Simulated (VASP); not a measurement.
Write the native input for VASP 6.6.1 that does the following.

- Task: single point
- Functional: PBE
- Potentials or basis: VASP PAW PBE potentials, release 64 (Na_pv, Rh_pv)
- Cutoff: 500 eV
- k mesh: 8 × 8 × 8
- Occupations: gaussian, width 0.1 eV
- Spin: no spin polarisation
- Dipole correction: no
- Further INCAR settings: ALGO = Normal; EDIFF = 1e-06; NBANDS = 26

The structure of NaRh2 lies in POSCAR:

```
NaRh2
1.0
   -1.3730175300      1.3730175300      6.6586900981
    1.3730175300     -1.3730175300      6.6586900981
    1.3730175300      1.3730175300     -6.6586900981
Na Rh
1 2
Direct
    0.0000000000      0.0000000000      0.0000000000
    0.3149501678      0.3149501678      0.0000000000
    0.6850498322      0.6850498322      0.0000000000
```

These files were run (other wordings do the same):

INCAR

```
SYSTEM = NaRh2
PREC = Accurate
ENCUT = 500
EDIFF = 1E-6
ISMEAR = 0
SIGMA = 0.1
LREAL = .FALSE.
LASPH = .TRUE.
NELM = 120
ALGO = Normal
ISIF = 2
LWAVE = .FALSE.
LCHARG = .FALSE.
GGA = PE
NBANDS = 26
GGA_COMPAT = .FALSE.
```

KPOINTS

```
regular mesh
0
G
  8 8 8
  0 0 0
```

Potentials or basis: VASP PAW PBE potentials, release 64 (Na_pv, Rh_pv).

Launch:

```bash
$ cat potpaw_PBE.64/Na_pv/POTCAR potpaw_PBE.64/Rh_pv/POTCAR > POTCAR
$ mpirun -np 1 vasp_std > vasp.out
```

Results of the run:

| Quantity | Value |
| --- | --- |
| Pressure | 0.1 GPa |
| Largest force | 0.007 eV/Å |
| Band gap on the k mesh | zero (an odd number of electrons rules out a gap without spin polarisation) |

Run time: 3.4 min on 1 thread of AMD EPYC 9R45 96-Core Processor (Zen 5), on a shared host, peak memory 0.38 GiB.
